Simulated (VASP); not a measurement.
# WS2 in VASP: notebook, part 2 of 2

VASP 6.6.1. Earlier steps stand in the parts before.

## Step 4: Single point, PBE

INCAR reads:

```
SYSTEM = WS2
PREC     = Accurate       ! precision mode
ENCUT    = 520            ! plane-wave cutoff, eV
EDIFF    = 1E-7           ! SCF threshold, eV
ISMEAR   = 0              ! smearing method
SIGMA    = 0.05           ! smearing width, eV
LREAL    = .FALSE.        ! projectors in reciprocal space
LASPH    = .TRUE.         ! aspherical terms in the spheres
NELM     = 60             ! most SCF steps
ALGO     = Normal         ! electronic algorithm
ISIF     = 2              ! what is computed and relaxed
LWAVE    = .FALSE.        ! write WAVECAR
LCHARG   = .FALSE.        ! write CHGCAR
GGA      = PE             ! functional
NBANDS   = 20             ! bands
NELECT   = 25.5
```

KPOINTS reads:

```
regular mesh
0
G
  12 12 2
  0 0 0
```

POSCAR reads:

```
WS2
1.0
    3.1835163552      0.0000000000      0.0000000000
   -1.5917581776      2.7570060369      0.0000000000
    0.0000000000      0.0000000000     16.9505778900
W S
1 2
Direct
    0.3333333300      0.6666666700      0.0000000000
    0.6666666700      0.3333333300      0.9079994900
    0.6666666700      0.3333333300      0.0920005100
```

Potentials or basis: VASP PAW PBE potentials, release 64 (W_sv, S).

Started as:

```
$ cat potpaw_PBE.64/W_sv/POTCAR potpaw_PBE.64/S/POTCAR > POTCAR
$ mpirun -np 1 vasp_std > vasp.out
```

OUTCAR:

```text
SYSTEM = WS2
   PREC = Accurate
   ENCUT = 520
   EDIFF = 1E-7
   ISMEAR = 0
   LREAL = .FALSE.
   LASPH = .TRUE.
   NELM = 60
   ISIF = 2
   GGA = PE
   NELECT = 25.5

 ion  position               nearest neighbor table
   1  0.333  0.667  0.000-   2 2.41   3 2.41   2 2.41   3 2.41   2 2.41   3 2.41
   2  0.667  0.333  0.908-   1 2.41   1 2.41   1 2.41
   3  0.667  0.333  0.092-   1 2.41   1 2.41   1 2.41

  LATTYP: Found a hexagonal cell.
 ALAT       =     3.1835163552
 C/A-ratio  =     5.3244827413

  Lattice vectors:

 A1 = (   3.1835163552,   0.0000000000,   0.0000000000)
 A2 = (  -1.5917581776,   2.7570060369,   0.0000000000)
 A3 = (   0.0000000000,   0.0000000000,  16.9505778900)

Analysis of symmetry for initial positions (statically):
=====================================================================
 Subroutine PRICEL returns:
 Original cell was already a primitive cell.

 Routine SETGRP: Setting up the symmetry group for a
 hexagonal supercell.

[... 158 lines left out ...]

 number of electron      25.4999999 magnetization

 Free energy of the ion-electron system (eV)
  ---------------------------------------------------
  ext. energy  EPLUGINS =         0.00000000
  ---------------------------------------------------
  free energy    TOTEN  =       -21.67048600 eV

  energy without entropy =      -21.66930204  energy(sigma->0) =      -21.66989402

 E-fermi :  -6.9322     XC(G=0):  -4.3083

 val. band max:       -6.9322387148   @ k =   0.4167   0.1667   0.5000
 cond. band min:      -6.7939108486   @ k =   0.3333   0.2500   0.5000
 fundamental gap:      0.1383278662
 Fermi energy:        -6.9321883542

 k-point     1 :       0.0000    0.0000    0.0000
  band No.  band energies     occupation
      1     -80.7807      2.00000
      2     -44.9970      2.00000
      3     -44.8522      2.00000
      4     -44.8522      2.00000
      5     -21.1459      2.00000
      6     -19.3902      2.00000
[... 541 lines left out ...]
     19       2.0820      0.00000
     20       2.5174      0.00000

 [... further k-points ...]
[... 5 lines left out ...]
  --------------------------------------------------------------------------------------
  -------------------------------------------------------------------------------------
  Total       -0.4514264     -0.4514264     -3.5199657      0.0000000      0.0000000      0.0000000
  in kB       -4.8614769     -4.8614769    -37.9070252      0.0000000      0.0000000      0.0000000
  external PRESSURE =     -15.8766597 kB  Pullay stress =       0.0000000 kB

 VOLUME and BASIS-vectors are now :
 -----------------------------------------------------------------------------
  energy-cutoff  :      520.00
  volume of cell :      148.77
      direct lattice vectors                 reciprocal lattice vectors
     3.183516355  0.000000000  0.000000000     0.314118066  0.181356150  0.000000000
    -1.591758178  2.757006037  0.000000000     0.000000000  0.362712300  0.000000000
     0.000000000  0.000000000 16.950577890     0.000000000  0.000000000  0.058995039

 POSITION                                       TOTAL-FORCE (eV/Angst)
 -----------------------------------------------------------------------------------
     -0.00000      1.83800      0.00000        -0.000000     -0.000000      0.000000
      1.59176      0.91900     15.39112         0.000000      0.000000     -0.516787
      1.59176      0.91900      1.55946         0.000000     -0.000000      0.516787
 -----------------------------------------------------------------------------------
    total drift:                                0.000001     -0.000001     -0.000000

  FREE ENERGIE OF THE ION-ELECTRON SYSTEM (eV)
  ---------------------------------------------------
  free  energy   TOTEN  =       -21.6704860036 eV

  energy  without entropy=      -21.6693020370  energy(sigma->0) =      -21.66989402
```

stdout:

```text
POSCAR found type information on POSCAR W S
 POSCAR found :  2 types and       3 ions
 scaLAPACK will be used
 LDA part: xc-table for (Slater+PW92), standard interpolation
 POSCAR, INCAR and KPOINTS ok, starting setup
 FFT: planning ... GRIDC
 FFT: planning ... GRID_SOFT
 FFT: planning ... GRID
 WAVECAR not read
 entering main loop
 the old and the new charge density differ
 old charge density:    26.00000 new   25.50000
    0.262E+01
```

Run time: 3.1 min. Hardware: 1 thread of Intel Xeon Platinum 8124M at 3.00GHz (Skylake/Cascade Lake), shared host; peak memory 0.3 GiB.

Results:

* Free energy: -21.6705 eV
* Largest force: 0.517 eV/Å

Forces in eV/Å, atoms in the order of the input:
```
W    0.000  0.000  0.000
S    0.000  0.000 -0.517
S    0.000  0.000  0.517
```

Caveat: the cell carries a net charge on a neutralising background, which shifts energy and pressure; the cell is charged against a uniform background, so pressure and absolute levels hang on convention; spin-orbit coupling is left out, which moves the levels of the heavy elements.
